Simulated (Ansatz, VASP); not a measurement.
# CdSe: VASP beside Ansatz

```
Cd Se
1.0
     0.00000    2.46155    2.46155
     2.46155    0.00000    2.46155
     2.46155    2.46155    0.00000
Cd Se
1 1
Direct
  0.00000 0.00000 0.00000
  0.25000 0.25000 0.25000
```

Change from the starting cell: volume scaled by 0.55, LAPW.

Alike in both runs: task single point; functional LDA; k mesh 11 × 11 × 11; occupations fermi-dirac, width 0.05 eV; no spin polarisation.

|  | VASP | Ansatz |
| --- | --- | --- |
| version | VASP 6.6.1 | Ansatz 0.2.0 |
| potentials or method | VASP PAW LDA potentials, release 64 (Cd, Se), cutoff 500 eV | all-electron LAPW, scalar-relativistic |

```tsv
	VASP	Ansatz	Ansatz less VASP
pressure (GPa)	145.3	140.0	-5.37
```

LDA's correlation is that of Perdew and Zunger in VASP and of Perdew and Wang (1992) in Ansatz. Both programs put the cell under a high pressure, so it lies far from rest at this level. Ansatz ran all-electron here, and VASP with PAW potentials.

Noted on VASP's run: the cell as given lies far from equilibrium.
